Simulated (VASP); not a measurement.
# Mg5Cd3O8 (R-3m) in VASP: further runs, part 2 of 2

VASP 6.6.1. Earlier steps stand in the parts before.

## (5) Relaxation of cell and atoms, PBEsol

The input, INCAR:

```
PREC = Accurate
ENCUT = 600
EDIFF = 1E-6
ISMEAR = 0
SIGMA = 0.02
LREAL = Auto
LASPH = True
NELM = 100
ALGO = Normal
ISIF = 3
LWAVE = False
LCHARG = False
GGA = PS
IBRION = 2
NSW = 100
EDIFFG = -0.005
```

The input, KPOINTS:

```
Automatic mesh
0
Gamma
  6 6 6
```

The input, POSCAR:

```
Mg5Cd3O8
1.0
   -4.4053838129     -4.4053838129      0.0000000000
   -4.4053838129      0.0000000000     -4.4053838129
    0.0225529553     -4.4279367681     -4.4279367681
Cd Mg O
3 5 8
Direct
    0.5000000000      0.5000000000      0.5000000000
    0.0000000000      0.5000000000      0.5000000000
    0.5000000000      0.0000000000      0.5000000000
    0.0000000000      0.0000000000      0.5000000000
    0.5000000000      0.5000000000      0.0000000000
    0.0000000000      0.5000000000      0.0000000000
    0.5000000000      0.0000000000      0.0000000000
    0.0000000000      0.0000000000      0.0000000000
    0.2501485067      0.2501485067      0.2293342564
    0.7703687301      0.2501485067      0.2293342564
    0.2501485067      0.7703687301      0.2293342564
    0.7606654979      0.7606654979      0.2180035063
    0.2393345021      0.2393345021      0.7819964937
    0.7498514933      0.2296312699      0.7706657436
    0.2296312699      0.7498514933      0.7706657436
    0.7498514933      0.7498514933      0.7706657436
```

Potentials or basis: VASP PAW PBE potentials, release 64 (Cd, Mg, O).

Launch:

```sh
> cat potpaw_PBE.64/Cd/POTCAR potpaw_PBE.64/Mg/POTCAR potpaw_PBE.64/O/POTCAR > POTCAR
> mpirun -np 1 vasp_std > vasp.out
```

OUTCAR:

```text
PREC = Accurate
   ENCUT = 600
   EDIFF = 1E-6
   ISMEAR = 0
   LREAL = Auto
   LASPH = True
   NELM = 100
   ISIF = 3
   GGA = PS
   IBRION = 2
   NSW = 100
   EDIFFG = -0.005

 ion  position               nearest neighbor table
   1  0.500  0.500  0.500-  10 2.30  11 2.30  14 2.30  15 2.30  12 2.31  13 2.31   2 3.12   3 3.12
                             3 3.12   4 3.12   2 3.12   4 3.12   5 3.13   5 3.13   7 3.13   6 3.13
   2  0.000  0.500  0.500-  11 2.30  14 2.30   9 2.30  16 2.30  12 2.31  13 2.31   1 3.12   4 3.12
                             3 3.12   4 3.12   1 3.12   3 3.12   6 3.13   6 3.13   8 3.13   5 3.13
   3  0.500  0.000  0.500-  10 2.30  15 2.30   9 2.30  16 2.30  12 2.31  13 2.31   1 3.12   4 3.12
                             1 3.12   2 3.12   2 3.12   4 3.12   7 3.13   7 3.13   5 3.13   5 3.13
   4  0.000  0.000  0.500-   9 2.21  16 2.21  11 2.21  14 2.21  15 2.21  10 2.21   2 3.12   3 3.12
                             1 3.12   2 3.12   1 3.12   3 3.12   8 3.13   8 3.13   6 3.13   7 3.13
   5  0.500  0.500  0.000-  11 2.21  14 2.21  10 2.21  15 2.21   9 2.21  16 2.21   6 3.12   7 3.12
                             7 3.12   8 3.12   6 3.12   8 3.12   1 3.13   1 3.13   3 3.13   2 3.13
   6  0.000  0.500  0.000-  12 2.12  13 2.12   9 2.12  16 2.12  15 2.12  10 2.12   5 3.12   8 3.12
                             7 3.12   8 3.12   5 3.12   7 3.12   2 3.13   2 3.13   4 3.13   1 3.13
   7  0.500  0.000  0.000-  12 2.12  13 2.12   9 2.12  16 2.12  14 2.12  11 2.12   5 3.12   8 3.12
                             5 3.12   6 3.12   6 3.12   8 3.12   3 3.13   3 3.13   4 3.13   4 3.13
   8  0.000  0.000  0.000-  12 2.12  13 2.12  10 2.12  11 2.12  14 2.12  15 2.12   6 3.12   7 3.12
[... 234 lines left out ...]
  Total        0.5753390      0.5753390      0.5753390     -0.1469063      0.1469063     -0.1469063
  in kB        5.3497184      5.3497184      5.3497184     -1.3659899      1.3659899     -1.3659899
  external PRESSURE =       5.3497184 kB  Pullay stress =       0.0000000 kB
[... 337 lines left out ...]
--------------------------------------- Ionic step        8  -------------------------------------------

 number of electron      94.0000029 magnetization

 Free energy of the ion-electron system (eV)
  ---------------------------------------------------
  ext. energy  EPLUGINS =         0.00000000
  ---------------------------------------------------
  free energy    TOTEN  =       -87.01942215 eV

  energy without entropy =      -87.01942215  energy(sigma->0) =      -87.01942215

 E-fermi :   2.7866     XC(G=0): -11.5594

 val. band max:        2.6986739532   @ k =   0.0000   0.0000   0.0000
 cond. band min:       4.4452906161   @ k =   0.0000   0.0000   0.0000
 fundamental gap:      1.7466166629
 Fermi energy:         2.7866140324

 k-point     1 :       0.0000    0.0000    0.0000
  band No.  band energies     occupation
      1     -14.6756      2.00000
      2     -13.6102      2.00000
      3     -13.5659      2.00000
      4     -13.5659      2.00000
      5     -13.5508      2.00000
      6     -13.5260      2.00000
[... 1405 lines left out ...]
     55      11.1832      0.00000
     56      12.4432      0.00000

 [... further k-points ...]
[... 5 lines left out ...]
  --------------------------------------------------------------------------------------
  -------------------------------------------------------------------------------------
  Total       -0.0088686     -0.0088686     -0.0088686      0.0213484     -0.0213484      0.0213484
  in kB       -0.0822544     -0.0822544     -0.0822544      0.1980030     -0.1980030      0.1980030
  external PRESSURE =      -0.0822544 kB  Pullay stress =       0.0000000 kB
[... 31 lines left out ...]
  FREE ENERGIE OF THE ION-ELECTRON SYSTEM (eV)
  ---------------------------------------------------
  free  energy   TOTEN  =       -87.0194221538 eV

  energy  without entropy=      -87.0194221538  energy(sigma->0) =      -87.01942215

 reached required accuracy - stopping structural energy minimisation
```

OSZICAR:

```text
N       E                     dE             d eps       ncg     rms          rms(c)
DAV:   1     0.804207605221E+03    0.80421E+03   -0.53607E+04  3656   0.183E+03
DAV:   2    -0.343158484275E+02   -0.83852E+03   -0.81137E+03  4168   0.424E+02
DAV:   3    -0.995344607459E+02   -0.65219E+02   -0.64787E+02  4168   0.125E+02
DAV:   4    -0.100424242384E+03   -0.88978E+00   -0.88796E+00  4072   0.163E+01
[... 55 lines left out ...]
DAV:   1    -0.870193496845E+02    0.19324E-04   -0.80009E-02  3616   0.139E+00    0.887E-02
DAV:   2    -0.870194529518E+02   -0.10327E-03   -0.19374E-03  4096   0.213E-01    0.375E-02
DAV:   3    -0.870194302146E+02    0.22737E-04   -0.30408E-05  4320   0.396E-02    0.233E-02
DAV:   4    -0.870194223667E+02    0.78478E-05   -0.18014E-05  4080   0.249E-02    0.700E-03
DAV:   5    -0.870194221538E+02    0.21295E-06   -0.40023E-06  3664   0.116E-02
   8 F= -.87019422E+02 E0= -.87019422E+02  d E =-.156977E-03
```

CONTCAR:

```text
Mg5Cd3O8
   1.00000000000000
    -4.4047791375299123   -4.4047791375296335    0.0000000000001394
    -4.4047791375299123    0.0000000000001394   -4.4047791375296335
     0.0312837711162725   -4.4360629085457779   -4.4360629085457779
  Cd              Mg              O
     3     5     8
Direct
     0.5000000000000000    0.5000000000000000    0.5000000000000000
     0.0000000000000000    0.5000000000000000    0.5000000000000000
     0.5000000000000000    0.0000000000000000    0.5000000000000000
     0.0000000000000000    0.0000000000000000    0.5000000000000000
     0.5000000000000000    0.5000000000000000    1.0000000000000000
     0.0000000000000000    0.5000000000000000    1.0000000000000000
[... 8 lines left out ...]
     0.2292849904017127    0.7498058748099076    0.7711032600784669
     0.7498058748099076    0.7498058748099076    0.7711032600784669

  0.00000000E+00  0.00000000E+00  0.00000000E+00
  0.00000000E+00  0.00000000E+00  0.00000000E+00
  0.00000000E+00  0.00000000E+00  0.00000000E+00
  0.00000000E+00  0.00000000E+00  0.00000000E+00
  0.00000000E+00  0.00000000E+00  0.00000000E+00
  0.00000000E+00  0.00000000E+00  0.00000000E+00
[... 8 lines left out ...]
  0.00000000E+00  0.00000000E+00  0.00000000E+00
  0.00000000E+00  0.00000000E+00  0.00000000E+00
```

It took 26 min on 1 thread of Intel Xeon 6975P-C (Granite Rapids), shared host; peak memory 0.51 GiB.

What came out:

```yaml
Free_energy: -87.0194 eV
Relaxed_volume: 10.80 Å³/atom
Relaxed_cell: a = 6.229 Å, b = 6.229 Å, c = 6.274 Å, α = 60.23°, β = 60.23°, γ = 60.00°
Space_group_after_relaxing_to_0.05_Å: R-3m (No. 166)
Energy_gained_by_relaxing: 0.3 meV/atom
Ionic_steps: 8
Pressure_after_relaxing: 0.0 GPa
Band_gap_on_the_k_mesh: 1.75 eV, direct
```

Forces on the atoms (eV/Å):
```
Cd   0.000  0.000  0.000
Cd   0.000  0.000  0.000
Cd   0.000  0.000  0.000
Mg   0.000  0.000  0.000
Mg   0.000  0.000  0.000
Mg   0.000  0.000  0.000
Mg   0.000  0.000  0.000
Mg   0.000  0.000  0.000
O    0.000 -0.001 -0.001
O    0.001  0.000 -0.001
O    0.001 -0.001  0.000
O   -0.001  0.001  0.001
O    0.001 -0.001 -0.001
O   -0.001  0.001  0.000
O   -0.001  0.000  0.001
O    0.000  0.001  0.001
```

The path:
```tsv
step	energy change (eV)	largest force (eV/Å)	pressure (GPa)	volume (Å³)
1	0.0000	0.1691	0.53	172.31
2	-0.0031	0.0477	-0.42	173.21
3	-0.0032	0.0684	-0.25	173.05
4	-0.0040	0.0260	-0.03	172.77
5	-0.0040	0.0184	0.04	172.68
6	-0.0040	0.0179	0.03	172.69
7	-0.0041	0.0115	0.02	172.71
8	-0.0042	0.0023	-0.01	172.74
```

Final structure:
```
CELL_PARAMETERS angstrom
-4.40478 -4.40478 0.00000
-4.40478 0.00000 -4.40478
0.03128 -4.43606 -4.43606
ATOMIC_POSITIONS crystal
Cd 0.50000 0.50000 0.50000
Cd 0.00000 0.50000 0.50000
Cd 0.50000 0.00000 0.50000
Mg 0.00000 0.00000 0.50000
Mg 0.50000 0.50000 0.00000
Mg 0.00000 0.50000 0.00000
Mg 0.50000 0.00000 0.00000
Mg 0.00000 0.00000 0.00000
O 0.25019 0.25019 0.22890
O 0.77072 0.25019 0.22890
O 0.25019 0.77072 0.22890
O 0.76165 0.76165 0.21506
O 0.23835 0.23835 0.78494
O 0.74981 0.22928 0.77110
O 0.22928 0.74981 0.77110
O 0.74981 0.74981 0.77110
```

Caveat: the PAW data sets were made with another functional, which shifts forces and pressure a little. A hybrid or GW would open this gap; PBEsol tends to underestimate it.

## (6) Single point, PBEsol

The input, INCAR:

```
SYSTEM = Mg5Cd3O8
  PREC = Accurate
  ENCUT = 520
  EDIFF = 1E-6
  ISMEAR = 0
  SIGMA = 0.02
  LREAL = Auto
  LASPH = .True.
  NELM = 100
  ALGO = Normal
  ISIF = 2
  LWAVE = .False.
  LCHARG = .False.
  GGA = PS
  NBANDS = 61
```

The input, KPOINTS:

```
regular mesh
0
Gamma
  6 6 6
  0 0 0
```

The input, POSCAR:

```
Mg5Cd3O8
1.0
   -4.4039674661     -4.4039674662      0.0000000000
   -4.4039674661      0.0000000000     -4.4039674662
    0.0280857579     -4.4320532240     -4.4320532240
Cd Mg O
3 5 8
Direct
    0.5000000000      0.5000000000      0.5000000000
    0.0000000000      0.5000000000      0.5000000000
    0.5000000000      0.0000000000      0.5000000000
    0.0000000000      0.0000000000      0.5000000000
    0.5000000000      0.5000000000      0.0000000000
    0.0000000000      0.5000000000      0.0000000000
    0.5000000000      0.0000000000      0.0000000000
    0.0000000000      0.0000000000      0.0000000000
    0.2501692103      0.2501692103      0.2298403435
    0.7698212359      0.2501692103      0.2298403435
    0.2501692103      0.7698212359      0.2298403435
    0.7610907024      0.7610907024      0.2167278928
    0.2389092976      0.2389092976      0.7832721072
    0.7498307897      0.2301787641      0.7701596565
    0.2301787641      0.7498307897      0.7701596565
    0.7498307897      0.7498307897      0.7701596565
```

Potentials or basis: VASP PAW PBE potentials, release 64 (Cd, Mg, O).

Launch:

```sh
> cat potpaw_PBE.64/Cd/POTCAR potpaw_PBE.64/Mg/POTCAR potpaw_PBE.64/O/POTCAR > POTCAR
> mpirun -np 1 vasp_std > vasp.out
```

Run time: 5.8 min. Hardware: 1 thread of Intel Xeon 6975P-C (Granite Rapids), shared host; peak memory 0.43 GiB.

The run converged. Its results:

| Quantity | Value |
| --- | --- |
| Free energy | -87.0025 eV |
| Pressure | 0.6 GPa |
| Largest force | 0.130 eV/Å |
| Band gap on the k mesh | 1.77 eV, direct |

Forces in eV/Å, atoms in the order of the input:
```
Cd   0.000  0.000  0.000
Cd   0.000  0.000  0.000
Cd   0.000  0.000  0.000
Mg   0.000  0.000  0.000
Mg   0.000  0.000  0.000
Mg   0.000  0.000  0.000
Mg   0.000  0.000  0.000
Mg   0.000  0.000  0.000
O    0.000  0.073  0.073
O   -0.073  0.000  0.073
O   -0.073  0.073  0.000
O   -0.075  0.075  0.075
O    0.075 -0.075 -0.075
O    0.073 -0.073  0.000
O    0.073  0.000 -0.073
O    0.000 -0.073 -0.073
```

Levels at points of the mesh, in eV from the valence-band top:
| k point | band 43 | band 44 | band 45 | band 46 | band 47 | band 48 | band 49 | band 50 | band 51 | band 52 |
| --- | --- | --- | --- | --- | --- | --- | --- | --- | --- | --- |
| (0.00, 0.00, 0.00) | -0.45 | -0.25 | -0.12 | -0.12 | 0.00 | 1.77 | 5.19 | 5.75 | 5.75 | 5.78 |
| (0.50, 0.00, 0.00) | -0.67 | -0.45 | -0.36 | -0.34 | -0.13 | 4.00 | 4.18 | 6.01 | 6.33 | 7.70 |
| (0.50, 0.50, 0.00) | -1.12 | -1.06 | -0.42 | -0.27 | -0.09 | 4.54 | 4.85 | 6.14 | 6.64 | 7.27 |
| (0.00, 0.00, 0.50) | -0.92 | -0.92 | -0.68 | -0.12 | -0.12 | 3.98 | 5.03 | 6.35 | 6.45 | 6.45 |

Caveat: the PAW data sets were made with another functional, which shifts forces and pressure a little. As with any semilocal functional, this PBEsol gap is likely too small.

## (7) Overview

| task | cell | k mesh | cutoff (eV) | smearing | gap on the mesh (eV) | pressure (GPa) | largest force (eV/Å) |
| --- | --- | --- | --- | --- | --- | --- | --- |
| single point | a = 6.228, b = 6.228, c = 6.268 Å, angles 60.2, 60.2, 60.0°, 16 atoms | 3 × 3 × 6 | 520 | gaussian 0.02 eV | 1.77 | 0.6 | 0.13 |
| single point | a = 6.230, b = 6.230, c = 6.262 Å, angles 60.2, 60.2, 60.0°, 16 atoms | 4 × 4 × 4 | 520 | gaussian 0.1 eV | 1.77 | 0.7 | 0.16 |
| single point | a = 6.228, b = 6.228, c = 6.268 Å, angles 60.2, 60.2, 60.0°, 16 atoms | 6 × 6 × 6 | 520 | gaussian 0.02 eV | 1.77 | 0.6 | 0.13 |
| relaxation of cell and atoms | relaxed from a = 6.230, b = 6.230, c = 6.262 Å, angles 60.2, 60.2, 60.0°, 16 atoms | 6 × 6 × 6 | 600 | gaussian 0.02 eV | 1.75 | 0.0 | - |

Alike in all rows: level PBEsol; potentials or basis VASP PAW PBE potentials, release 64 (Cd, Mg, O); no spin polarisation.

Caveats: the PAW data sets were made with another functional, which shifts forces and pressure a little.

Total energies depend on the potentials used, so only differences within one code and one set of settings carry meaning.
